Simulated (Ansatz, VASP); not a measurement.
## One calculation of CsPbBr3, two programs

File INCAR:

```
SYSTEM = CsPbBr3
PREC     = Accurate       ! precision mode
ENCUT    = 520            ! plane-wave cutoff, eV
EDIFF    = 1E-6           ! SCF threshold, eV
ISMEAR   = 0              ! smearing method
SIGMA    = 0.05           ! smearing width, eV
LREAL    = .False.        ! projectors in reciprocal space
LASPH    = .True.         ! aspherical terms in the spheres
NELM     = 100            ! most SCF steps
ALGO     = Normal         ! electronic algorithm
ISIF     = 2              ! what is computed and relaxed
LWAVE    = .False.        ! write WAVECAR
LCHARG   = .False.        ! write CHGCAR
GGA      = CA             ! functional
NBANDS   = 30             ! bands
```

KPOINTS

```
Automatic mesh
0
Gamma
  6 6 6
  0 0 0
```

Contents of POSCAR:

```
CsPbBr3
1.0
    5.8700000000      0.0000000000      0.0000000000
    0.0000000000      6.2222000000      0.0000000000
    0.0000000000      0.0000000000      5.8700000000
Cs Pb Br
1 1 3
Direct
    0.0000000000      0.0000000000      0.0000000000
    0.5000000000      0.5000000000      0.5000000000
    0.0000000000      0.5000000000      0.5000000000
    0.5000000000      0.0000000000      0.5000000000
    0.5000000000      0.5000000000      0.0000000000
```

Input for Ansatz:

```yaml
crystal:
  lattice:
    - [5.87, 0.0, 0.0]
    - [0.0, 6.2222, 0.0]
    - [0.0, 0.0, 5.87]
  atoms:
    - { symbol: Cs, position: [0.0, 0.0, 0.0] }
    - { symbol: Pb, position: [0.5, 0.5, 0.5] }
    - { symbol: Br, position: [0.0, 0.5, 0.5] }
    - { symbol: Br, position: [0.5, 0.0, 0.5] }
    - { symbol: Br, position: [0.5, 0.5, 0.0] }
basis:
  ecutwfc: 420
kpoints:
  mp_grid: { grid: [6, 6, 6] }
hamiltonian:
  xc: lda
scf:
  occupations: { method: gaussian, width: 0.05 }
output:
  forces: true
  stress: true
  eigenvalues: true
```

Change from the starting cell: strain +0.0600 x Voigt [0, 1, 0, 0, 0, 0], atoms carried along.

Alike in both runs: task single point; functional LDA; k mesh 6 × 6 × 6; occupations gaussian, width 0.05 eV; no spin polarisation.

|  | VASP | Ansatz |
| --- | --- | --- |
| version | VASP 6.6.1 | Ansatz 0.2.0 |
| potentials or method | VASP PAW LDA potentials, release 64 (Cs_sv, Pb_d, Br), cutoff 520 eV | scalar-relativistic, plane waves, PAW |
| valence electrons in the cell | 44 | 44 |

|  | VASP | Ansatz | Ansatz less VASP |
| --- | --- | --- | --- |
| gap on the k mesh at the Fermi level (eV) | 1.31 | 1.34 | +0.027 |
| least direct gap on the mesh (eV) | 1.31 | 1.34 | +0.027 |
| pressure (GPa) | -2.0 | -2.0 | -0.03 |
| traceless stress, the component that is largest in VASP (GPa) | -1.17 | -1.15 | +0.015 |

LDA's correlation is that of Perdew and Zunger in VASP and of Perdew and Wang (1992) in Ansatz.

Neither program's run includes spin-orbit coupling.
